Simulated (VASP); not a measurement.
# InSb5 (P6/mmm) in VASP: a series of runs

InSb5 is run at these levels: PBE; tasks: single point, relaxation of cell and atoms.

Everything below comes from runs of VASP 6.6.1. Logs are shortened: lines on timing, memory, paths and dates and some standing lists are left out, and cuts for length are marked.

## Step 1: The cell of the first run

It takes space group P6/mmm (No. 191, hexagonal). The conventional cell has a = 6.458 Å, b = 6.458 Å, c = 5.315 Å, α = 90.00°, β = 90.00°, γ = 120.00°. Within 4.9 Å of In (site symmetry 6/mmm) lie 18 Sb at 3.73 to 4.18 Å. Sb (site symmetry mmm) has 8 Sb at 3.23 to 3.25 Å and 4 In at 4.18 Å within 4.2 Å. Sb (site symmetry -6m2) has 9 Sb at 3.25 to 3.73 Å and 3 In at 3.73 Å within 4.3 Å.

## Step 2: Single point, PBE

INCAR reads:

```
SYSTEM = InSb5
ALGO     = Normal         ! electronic algorithm
EDIFF    = 1E-6           ! SCF threshold, eV
ENCUT    = 520            ! plane-wave cutoff, eV
GGA      = PE             ! functional
ISIF     = 2              ! what is computed and relaxed
ISMEAR   = 0              ! smearing method
LASPH    = .TRUE.         ! aspherical terms in the spheres
LCHARG   = .FALSE.        ! write CHGCAR
LREAL    = .FALSE.        ! projectors in reciprocal space
LWAVE    = .FALSE.        ! write WAVECAR
NBANDS   = 28             ! bands
NELM     = 80             ! most SCF steps
PREC     = Accurate       ! precision mode
SIGMA    = 0.1            ! smearing width, eV
```

KPOINTS reads:

```
k-points
0
G
  3 3 4
  0 0 0
```

POSCAR reads:

```
InSb5
1.0
    6.4583110800      0.0000000000      0.0000000000
   -3.2291555400      5.5930614600      0.0000000000
    0.0000000000      0.0000000000      5.3152775200
In Sb
1 5
Direct
    0.0000000000      0.0000000000      0.0000000000
    0.0000000000      0.5000000000      0.5000000000
    0.5000000000      0.5000000000      0.5000000000
    0.3333333300      0.6666666700      0.0000000000
    0.5000000000      0.0000000000      0.5000000000
    0.6666666700      0.3333333300      0.0000000000
```

Potentials or basis: VASP PAW PBE potentials, release 64 (In_d, Sb).

Started as:

```
$ cat potpaw_PBE.64/In_d/POTCAR potpaw_PBE.64/Sb/POTCAR > POTCAR
$ mpirun -np 1 vasp_std > vasp.out
```

OUTCAR:

```text
SYSTEM = InSb5
   EDIFF = 1E-6
   ENCUT = 520
   GGA = PE
   ISIF = 2
   ISMEAR = 0
   LASPH = .TRUE.
   LREAL = .FALSE.
   NELM = 80
   PREC = Accurate

 ion  position               nearest neighbor table
   1  0.000  0.000  0.000-   4 3.73   6 3.73   4 3.73   6 3.73   6 3.73   4 3.73
   2  0.000  0.500  0.500-   5 3.23   5 3.23   3 3.23   3 3.23   4 3.25   6 3.25   4 3.25   6 3.25

   3  0.500  0.500  0.500-   5 3.23   5 3.23   2 3.23   2 3.23   4 3.25   6 3.25   4 3.25   6 3.25

   4  0.333  0.667  0.000-   5 3.25   5 3.25   2 3.25   2 3.25   3 3.25   3 3.25   6 3.73   1 3.73
                             6 3.73   1 3.73   1 3.73   6 3.73
   5  0.500  0.000  0.500-   2 3.23   3 3.23   3 3.23   2 3.23   4 3.25   6 3.25   4 3.25   6 3.25

   6  0.667  0.333  0.000-   5 3.25   5 3.25   2 3.25   2 3.25   3 3.25   3 3.25   4 3.73   1 3.73
                             4 3.73   1 3.73   1 3.73   4 3.73

  LATTYP: Found a hexagonal cell.
 ALAT       =     6.4583110800
 C/A-ratio  =     0.8230135486

  Lattice vectors:

 A1 = (   6.4583110800,   0.0000000000,   0.0000000000)
 A2 = (  -3.2291555400,   5.5930614600,   0.0000000000)
 A3 = (   0.0000000000,   0.0000000000,   5.3152775200)

Analysis of symmetry for initial positions (statically):
=====================================================================
 Subroutine PRICEL returns:
 Original cell was already a primitive cell.

 Routine SETGRP: Setting up the symmetry group for a
 hexagonal supercell.

 Subroutine GETGRP returns: Found 24 space group operations
 (whereof 24 operations were pure point group operations)
 out of a pool of 24 trial point group operations.

The static configuration has the point symmetry D_6h.

Analysis of symmetry for dynamics (positions and initial velocities):
=====================================================================
 Subroutine PRICEL returns:
 Original cell was already a primitive cell.

 Routine SETGRP: Setting up the symmetry group for a
 hexagonal supercell.

 Subroutine GETGRP returns: Found 24 space group operations
 (whereof 24 operations were pure point group operations)
 out of a pool of 24 trial point group operations.

The dynamic configuration has the point symmetry D_6h.

 Subroutine INISYM returns: Found 24 space group operations
 (whereof 24 operations are pure point group operations),
 and found     1 'primitive' translations

----------------------------------------------------------------------------------------

                                     Primitive cell

  volume of cell :     191.9970

  direct lattice vectors                    reciprocal lattice vectors
     6.458311080  0.000000000  0.000000000     0.154839243  0.089396479  0.000000000
    -3.229155540  5.593061460  0.000000000     0.000000000  0.178792958  0.000000000
     0.000000000  0.000000000  5.315277520     0.000000000  0.000000000  0.188136931

  length of vectors
     6.458311080  6.458311079  5.315277520     0.178792957  0.178792958  0.188136931

  position of ions in fractional coordinates (direct lattice)
     0.000000000  0.000000000  0.000000000
     0.000000000  0.500000000  0.500000000
     0.500000000  0.500000000  0.500000000
     0.333333330  0.666666670  0.000000000
     0.500000000  0.000000000  0.500000000
     0.666666670  0.333333330  0.000000000

  ion indices of the primitive-cell ions
   primitive index   ion index
                 1           1
                 2           2
                 3           3
                 4           4
                 5           5
                 6           6

----------------------------------------------------------------------------------------

 KPOINTS: k-points

Automatic generation of k-mesh.
 Grid dimensions read from file:
 generate k-points for:    3    3    4

 Generating k-lattice:

  Cartesian coordinates                     Fractional coordinates (reciprocal lattice)
     0.051613081  0.029798826  0.000000000     0.333333333 -0.000000000  0.000000000
     0.000000000  0.059597653  0.000000000     0.000000000  0.333333333  0.000000000
     0.000000000  0.000000000  0.047034233     0.000000000  0.000000000  0.250000000

  Length of vectors
     0.059597652  0.059597653  0.047034233

  Shift w.r.t. Gamma in fractional coordinates (k-lattice)
     0.000000000  0.000000000  0.000000000

 Subroutine IBZKPT returns following result:
 ===========================================

 Found      9 irreducible k-points:

 Following reciprocal coordinates:
            Coordinates               Weight
  0.000000  0.000000  0.000000      1.000000
  0.333333  0.000000  0.000000      6.000000
  0.333333  0.333333  0.000000      2.000000
  0.000000  0.000000  0.250000      2.000000
  0.333333  0.000000  0.250000     12.000000
  0.333333  0.333333  0.250000      4.000000
  0.000000  0.000000  0.500000      1.000000
  0.333333  0.000000  0.500000      6.000000
  0.333333  0.333333  0.500000      2.000000
   k-points           NKPTS =      9   k-points in BZ     NKDIM =      9   number of bands    NBANDS=     28
   number of dos      NEDOS =    301   number of ions     NIONS =      6
   total plane-waves  NPLWV =  92160
   dimension x,y,z NGX =    48 NGY =   48 NGZ =   40
   dimension x,y,z NGXF=    96 NGYF=   96 NGZF=   80
   ions per type =               1   5
   NGX,Y,Z   is equivalent  to a cutoff of  12.36, 12.36, 12.51 a.u.
   NGXF,Y,Z  is equivalent  to a cutoff of  24.71, 24.71, 25.02 a.u.
 SYSTEM =  InSb5
   PREC   = accura    normal or accurate (medium, high low for compatibility)
   ISTART =      0    job   : 0-new  1-cont  2-samecut
   ICHARG =      2    charge: 1-file 2-atom 10-const
   ISPIN  =      1    spin polarized calculation?
   LNONCOLLINEAR =      F non collinear calculations
   LSORBIT =      F    spin-orbit coupling
   LASPH  =      T    aspherical Exc in radial PAW
   ENCUT  =  520.0 eV  38.22 Ry    6.18 a.u.  12.01 12.01  9.88*2*pi/ulx,y,z
   NELM   =     80;   NELMIN=  2; NELMDL= -5     # of ELM steps
   EDIFF  = 0.1E-05   stopping-criterion for ELM
   LREAL  =      F    real-space projection
   EDIFFG = 0.1E-04   stopping-criterion for IOM
   NSW    =      0    number of steps for IOM
   IBRION =     -1    ionic relax: 0-MD 1-quasi-New 2-CG
   NFREE  =      0    steps in history (QN), initial steepest desc. (CG)
   ISIF   =      2    stress and relaxation
   ISYM   =      2    0-nonsym 1-usesym 2-fastsym
   POTIM  = 0.5000    time-step for ionic-motion
   TEBEG  =    0.0;   TEEND  =   0.0 temperature during run
   PSTRESS=    0.0 pullay stress
   NELECT =      38.0000    total number of electrons
   NUPDOWN=      -1.0000    fix difference up-down
   EMIN   =  10.00;   EMAX   =-10.00  energy-range for DOS
   EFERMI =   0.00;   METHOD = LEGACY
   ISMEAR =     0;   SIGMA  =   0.10  broadening in eV -4-tet -1-fermi 0-gaus
   EFERMI_NEDOS =   21; number of points for ismear=-14 and -15
   IALGO  =     38    algorithm
   IMIX   =      4    mixing-type and parameters
     AMIX     =   0.40;   BMIX     =  1.00
     AMIX_MAG =   1.60;   BMIX_MAG =  1.00
  volume/ion in A,a.u.               =      32.00       215.94
  Fermi-wavevector in a.u.,A,eV,Ry     =   0.954050  1.802893 12.384181  0.910212
  Thomas-Fermi vector in A             =   2.082761
   LORBIT       =      0    0 simple, 1 ext, 2 COOP (PROOUT), +10 PAW based schemes
   GGA     = PE    functional components
   LHFCALC =     F    Hartree Fock is set to
   AEXX    =    0.0000 exact exchange contribution
   IVDW    =     0    specifies the selected vdW correction
   LEPSILON=     F    determine dielectric tensor
   LRPA    =     F    only Hartree local field effects (RPA)
 non-spin polarized calculation
 Gauss-broadening in eV      SIGMA  =   0.10
  energy-cutoff  :      520.00
  volume of cell :      192.00
 maximum number of plane-waves:      5196
   NGX = 25   NGY = 25   NGZ = 19

 number of electron      38.0000005 magnetization

 Free energy of the ion-electron system (eV)
  ---------------------------------------------------
  ext. energy  EPLUGINS =         0.00000000
  ---------------------------------------------------
  free energy    TOTEN  =       -21.28586151 eV

  energy without entropy =      -21.27219426  energy(sigma->0) =      -21.27902788

 E-fermi :   6.3883     XC(G=0):  -9.3138

 val. band max:        6.3163322589   @ k =   0.3333   0.0000   0.2500
 cond. band min:       6.5500947632   @ k =   0.0000   0.0000   0.5000
 fundamental gap:      0.2337625043
 Fermi energy:         6.3883112616

 k-point     1 :       0.0000    0.0000    0.0000
  band No.  band energies     occupation
      1      -8.2063      2.00000
      2      -8.1878      2.00000
      3      -8.1878      2.00000
      4      -8.1498      2.00000
      5      -8.1498      2.00000
      6      -5.8606      2.00000
[... 20 lines left out ...]
     27      10.2902      0.00000
     28      10.8204      0.00000

 k-point     2 :       0.3333    0.0000    0.0000
  band No.  band energies     occupation
      1      -8.2051      2.00000
      2      -8.1882      2.00000
      3      -8.1879      2.00000
      4      -8.1511      2.00000
      5      -8.1487      2.00000
      6      -5.4719      2.00000
[... 20 lines left out ...]
     27       9.5017      0.00000
     28      11.0909      0.00000

 k-point     3 :       0.3333    0.3333    0.0000
  band No.  band energies     occupation
      1      -8.2045      2.00000
      2      -8.1881      2.00000
      3      -8.1881      2.00000
      4      -8.1500      2.00000
      5      -8.1500      2.00000
      6      -4.8370      2.00000
[... 151 lines left out ...]
      3      -8.1894      2.00000
      4      -8.1503      2.00000
      5      -8.1484      2.00000
      6      -4.6201      2.00000
[... 20 lines left out ...]
     27       9.4487      0.00000
     28      10.0036      0.00000

 k-point     9 :       0.3333    0.3333    0.5000
  band No.  band energies     occupation
      1      -8.2013      2.00000
      2      -8.1902      2.00000
      3      -8.1902      2.00000
      4      -8.1494      2.00000
      5      -8.1494      2.00000
      6      -3.9624      2.00000
[... 20 lines left out ...]
     27       9.6676      0.00000
     28       9.6911      0.00000

------------------------ aborting loop because EDIFF is reached ----------------------------------------

  FORCE on cell =-STRESS in cart. coord.  units (eV):
  Direction    XX          YY          ZZ          XY          YZ          ZX
  --------------------------------------------------------------------------------------
  -------------------------------------------------------------------------------------
  Total       -1.0176288     -1.0176288      1.3845332      0.0000000     -0.0000000      0.0000000
  in kB       -8.4919115     -8.4919115     11.5536565      0.0000000     -0.0000000      0.0000000
  external PRESSURE =      -1.8100555 kB  Pullay stress =       0.0000000 kB

 VOLUME and BASIS-vectors are now :
 -----------------------------------------------------------------------------
  energy-cutoff  :      520.00
  volume of cell :      192.00
      direct lattice vectors                 reciprocal lattice vectors
     6.458311080  0.000000000  0.000000000     0.154839243  0.089396479  0.000000000
    -3.229155540  5.593061460  0.000000000     0.000000000  0.178792958  0.000000000
     0.000000000  0.000000000  5.315277520     0.000000000  0.000000000  0.188136931

 POSITION                                       TOTAL-FORCE (eV/Angst)
 -----------------------------------------------------------------------------------
      0.00000      0.00000      0.00000        -0.000000     -0.000000     -0.000000
     -1.61458      2.79653      2.65764        -0.000000     -0.000000     -0.000000
      1.61458      2.79653      2.65764        -0.000000     -0.000000     -0.000000
     -0.00000      3.72871      0.00000         0.000000     -0.000000      0.000000
      3.22916      0.00000      2.65764        -0.000000     -0.000000     -0.000000
      3.22916      1.86435      0.00000        -0.000000      0.000000     -0.000000
 -----------------------------------------------------------------------------------
    total drift:                                0.000000     -0.000000      0.000000

  FREE ENERGIE OF THE ION-ELECTRON SYSTEM (eV)
  ---------------------------------------------------
  free  energy   TOTEN  =       -21.2858615071 eV

  energy  without entropy=      -21.2721942613  energy(sigma->0) =      -21.27902788
```

Run time: 19 s. Hardware: 1 thread of Intel Xeon 6975P-C (Granite Rapids), shared host; peak memory 0.3 GiB.

What came out:

```
Free energy            : -21.2859 eV
Pressure               : -0.2 GPa
Band gap on the k mesh : zero (band 19 reaches 6.72 eV, above the bottom of band 20 at 5.68 eV)
```

Levels at points of the mesh, in eV from the Fermi level:
```csv
k point,band 16,band 17,band 18,band 19,band 20,band 21,band 22,band 23
"(0.00, 0.00, 0.00)",-1.39,-1.25,-1.25,-0.71,-0.71,0.44,0.44,2.27
"(0.00, 0.00, 0.50)",-3.10,-1.42,-1.42,0.16,0.24,0.68,2.70,3.00
```

Caveat: the k points lie up to 0.37 Å⁻¹ apart; spin-orbit coupling is left out, which moves the levels of the heavy elements.

## Step 3: Single point, PBE

This run uses another cell than the first one, of 31.25 Å³/atom, 0.976 times its volume.

INCAR reads:

```
SYSTEM = InSb5
PREC = Accurate
ENCUT = 520
EDIFF = 1E-6
ISMEAR = 0
SIGMA = 0.1
LREAL = .False.
LASPH = .True.
NELM = 80
ALGO = Normal
ISIF = 2
LWAVE = .False.
LCHARG = .False.
GGA = PE
NBANDS = 28
```

KPOINTS reads:

```
Automatic mesh
0
Gamma
  6 6 8
  0 0 0
```

POSCAR reads:

```
InSb5
1.0
    6.2110014743      0.0000000000      0.0000000000
   -3.1055007372      5.3788850597      0.0000000000
    0.0000000000      0.0000000000      5.6117238678
In Sb
1 5
Direct
    0.0000000000      0.0000000000      0.0000000000
    0.0000000000      0.5000000000      0.5000000000
    0.5000000000      0.5000000000      0.5000000000
    0.3333333333      0.6666666667      0.0000000000
    0.5000000000      0.0000000000      0.5000000000
    0.6666666667      0.3333333333      0.0000000000
```

Potentials or basis: VASP PAW PBE potentials, release 64 (In_d, Sb).

Started as:

```
$ cat potpaw_PBE.64/In_d/POTCAR potpaw_PBE.64/Sb/POTCAR > POTCAR
$ mpirun -np 1 vasp_std > vasp.out
```

Wall time 69 s (1 thread of Intel Xeon 6975P-C (Granite Rapids), shared host); peak memory 0.39 GiB.

It converged, with:

```
Free energy            : -21.5748 eV
Pressure               : -0.1 GPa
Band gap on the k mesh : zero (band 19 reaches 7.05 eV, above the bottom of band 20 at 6.03 eV)
```

Levels at points of the mesh, in eV from the Fermi level:
```tsv
k point	band 16	band 17	band 18	band 19	band 20	band 21	band 22	band 23
(0.00, 0.00, 0.00)	-1.72	-1.72	-1.30	-0.51	-0.51	-0.02	-0.02	2.30
(0.50, 0.00, 0.00)	-1.57	-1.01	-0.98	-0.66	-0.50	0.85	0.87	1.55
(0.00, 0.00, 0.50)	-3.01	-1.50	-1.50	-0.65	-0.29	0.62	1.89	2.98
(0.50, 0.00, 0.50)	-1.09	-1.03	-0.35	-0.32	0.77	0.80	0.81	1.29
```

Caveat: spin-orbit coupling is left out, which moves the levels of the heavy elements.

## Step 4: Relaxation of cell and atoms, PBE

INCAR reads:

```
PREC = Accurate
ENCUT = 600
EDIFF = 1E-7
ISMEAR = 0
SIGMA = 0.1
LREAL = F
LASPH = T
NELM = 100
ALGO = Normal
ISIF = 3
LWAVE = F
LCHARG = F
GGA = PE
IBRION = 2
NSW = 100
EDIFFG = -0.01
```

KPOINTS reads:

```
regular mesh
0
Gamma
  6 6 8
```

POSCAR reads:

```
InSb5
1.0
    6.4583110800      0.0000000000      0.0000000000
   -3.2291555400      5.5930614600      0.0000000000
    0.0000000000      0.0000000000      5.3152775200
In Sb
1 5
Direct
    0.0000000000      0.0000000000      0.0000000000
    0.0000000000      0.5000000000      0.5000000000
    0.5000000000      0.5000000000      0.5000000000
    0.3333333300      0.6666666700      0.0000000000
    0.5000000000      0.0000000000      0.5000000000
    0.6666666700      0.3333333300      0.0000000000
```

Started as:

```
$ cat potpaw_PBE.64/In_d/POTCAR potpaw_PBE.64/Sb/POTCAR > POTCAR
$ mpirun -np 1 vasp_std > vasp.out
```

Wall time 12 min (1 thread of Intel Xeon 6975P-C (Granite Rapids), shared host); peak memory 0.48 GiB.

Results (log left out):

| Item | Value |
| --- | --- |
| Free energy | -21.5748 eV |
| Relaxed volume | 31.22 Å³/atom |
| Relaxed cell | a = 6.211 Å, b = 6.211 Å, c = 5.607 Å, α = 90.00°, β = 90.00°, γ = 120.00° |
| Space group after relaxing (to 0.05 Å) | P6/mmm (No. 191) |
| Energy gained by relaxing | 14.0 meV/atom |
| Ionic steps | 11 |
| Pressure after relaxing | 0.0 GPa |
| Band gap on the k mesh | zero (band 19 reaches 7.07 eV, above the bottom of band 20 at 6.04 eV) |

The path:
| step | energy change (eV) | largest force (eV/Å) | pressure (GPa) | volume (Å³) |
| --- | --- | --- | --- | --- |
| 1 | 0.0000 | 0.0000 | -0.61 | 192.00 |
| 2 | -0.0079 | 0.0000 | 0.10 | 188.63 |
| 3 | -0.0079 | 0.0000 | 0.13 | 188.50 |
| 4 | -0.0120 | 0.0000 | 0.13 | 188.27 |
| 5 | -0.0309 | 0.0000 | 0.21 | 187.56 |
| 6 | -0.0801 | 0.0000 | 0.36 | 185.94 |
| 7 | 0.1251 | 0.0000 | 1.59 | 181.92 |
| 8 | -0.0820 | 0.0000 | 0.40 | 185.64 |
| 9 | -0.0776 | 0.0000 | -0.49 | 189.24 |
| 10 | -0.0838 | 0.0000 | 0.07 | 186.89 |
| 11 | -0.0840 | 0.0000 | -0.01 | 187.32 |

Final structure:
```
In Sb
1.0
     6.21066    0.00000    0.00000
    -3.10533    5.37859    0.00000
     0.00000    0.00000    5.60748
In Sb
1 5
Direct
  0.00000 0.00000 0.00000
  0.00000 0.50000 0.50000
  0.50000 0.50000 0.50000
  0.33333 0.66667 0.00000
  0.50000 0.00000 0.50000
  0.66667 0.33333 0.00000
```

Levels at points of the mesh, in eV from the Fermi level:
| k point | band 15 | band 16 | band 17 | band 18 | band 19 | band 20 | band 21 | band 22 | band 23 |
| --- | --- | --- | --- | --- | --- | --- | --- | --- | --- |
| (0.00, 0.00, 0.00) | -3.61 | -1.71 | -1.71 | -1.31 | -0.52 | -0.52 | -0.02 | -0.02 | 2.30 |
| (0.50, 0.00, 0.00) | -2.56 | -1.58 | -1.01 | -0.99 | -0.67 | -0.50 | 0.84 | 0.87 | 1.56 |
| (0.00, 0.00, 0.50) | -3.02 | -3.02 | -1.50 | -1.50 | -0.65 | -0.29 | 0.61 | 1.89 | 2.99 |
| (0.50, 0.00, 0.50) | -1.12 | -1.10 | -1.03 | -0.35 | -0.32 | 0.78 | 0.80 | 0.81 | 1.29 |

Caveat: spin-orbit coupling is left out, which moves the levels of the heavy elements.

## Step 5: Summary

| task | cell | k mesh | cutoff (eV) | gap on the mesh (eV) | pressure (GPa) |
| --- | --- | --- | --- | --- | --- |
| single point | a = 6.458, b = 6.458, c = 5.315 Å, angles 90.0, 90.0, 120.0°, 6 atoms | 3 × 3 × 4 | 520 | none | -0.2 |
| single point | a = 6.211, b = 6.211, c = 5.612 Å, angles 90.0, 90.0, 120.0°, 6 atoms | 6 × 6 × 8 | 520 | none | -0.1 |
| relaxation of cell and atoms | relaxed from a = 6.458, b = 6.458, c = 5.315 Å, angles 90.0, 90.0, 120.0°, 6 atoms | 6 × 6 × 8 | 600 | none | 0.0 |

Alike in all rows: level PBE; potentials or basis VASP PAW PBE potentials, release 64 (In_d, Sb); no spin polarisation; smearing gaussian 0.1 eV.

Caveats: some runs use coarse meshes; spin-orbit coupling is left out, which moves the levels of the heavy elements.

Total energies depend on the potentials used, so only differences within one code and one set of settings carry meaning.
